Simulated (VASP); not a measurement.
A run of VASP 6.6.1 is set up as follows.

Contents of INCAR:

```
SYSTEM = Cu
PREC = Accurate
ENCUT = 520
EDIFF = 1E-7
ISMEAR = 0
SIGMA = 0.1
LREAL = .FALSE.
LASPH = .TRUE.
NELM = 100
ALGO = Normal
ISIF = 2
LWAVE = .FALSE.
LCHARG = .FALSE.
GGA = PS
NBANDS = 18
```

File KPOINTS:

```
regular mesh
0
G
  18 18 10
  0 0 0
```

POSCAR

```
Cu
1.0
    2.5205132527      0.0000002846      0.0000000000
   -1.2602568729      2.1828283651      0.0000000000
    0.0000000000      0.0000000000      4.1166664191
Cu
2
Direct
    0.0000000000      0.0000000000      0.0000000000
    0.3333333333      0.6666666667      0.5000000000
```

Potentials or basis: VASP PAW PBE potentials, release 64 (Cu).

The run is started by

```sh
$ cat potpaw_PBE.64/Cu/POTCAR > POTCAR
$ mpirun -np 1 vasp_std > vasp.out
```

Task: Estimate the band gap on the k mesh.

Result: Zero (band 11 reaches 12.05 eV, above the bottom of band 12 at 5.92 eV).

Task: Predict the pressure.

Result: 0.8 GPa.

Caveat: the PAW data sets were made with another functional, which shifts forces and pressure a little.
